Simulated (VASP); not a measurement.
Wanted: the native input for a VASP 6.6.1 run.

| Property | Result |
| --- | --- |
| Task | single point |
| Functional | PBE |
| Potentials or basis | VASP PAW PBE potentials, release 64 (Ni, N) |
| Cutoff | 520 eV |
| k mesh | 12 × 12 × 8 |
| Occupations | gaussian, width 0.1 eV |
| Spin | collinear spin |
| Starting moments | [0.37, 0.37, 0.0, 0.0, 0.0] μB |
| Dipole correction | no |
| Further INCAR settings | ALGO = Normal; EDIFF = 1e-07; NBANDS = 32 |

The structure of Ni3N2 lies in POSCAR:

```
Ni3N2
1.0
    4.0635771811      0.0000000000      0.0000000000
   -2.0317885905      3.5191610691      0.0000000000
    0.0000000000      0.0000000000      4.6670333826
Ni N
3 2
Direct
    0.3333333333      0.6666666667      0.5000000000
    0.6666666667      0.3333333333      0.5000000000
    0.0000000000      0.0000000000      0.0000000000
    0.0000000000      0.0000000000      0.3677672699
    0.0000000000      0.0000000000      0.6322327301
```

These files were run (other wordings do the same):

INCAR

```
SYSTEM = Ni3N2
PREC = Accurate
ENCUT = 520
EDIFF = 1E-7
ISMEAR = 0
SIGMA = 0.1
LREAL = .False.
LASPH = .True.
NELM = 150
ALGO = Normal
ISIF = 2
LWAVE = .False.
LCHARG = .False.
ISPIN = 2
MAGMOM = 0.37 0.37 0 0 0
LORBIT = 11
LMAXMIX = 4
GGA = PE
NBANDS = 32
```

KPOINTS

```
regular mesh
0
Gamma
  12 12 8
  0 0 0
```

Potentials or basis: VASP PAW PBE potentials, release 64 (Ni, N).

Command:

```console
$ cat potpaw_PBE.64/Ni/POTCAR potpaw_PBE.64/N/POTCAR > POTCAR
$ mpirun -np 1 vasp_std > vasp.out
```

It gave:

```
Pressure                                              : 0.2 GPa
Largest force                                         : 0.170 eV/Å
Net moment                                            : 0.63 μB per cell
Site moments                                          : Ni +0.34, -0.02; N +0.00 μB
Valence electrons inside the program's atomic spheres : Ni 9.12, 9.47; N 3.79
```

Caveat: the standard files for N, O and F lose accuracy on very short bonds.

Run time: 3.2 min on 1 thread of Intel(R) Xeon(R) 6975P-C (Granite Rapids), on a shared host, peak memory 0.4 GiB.
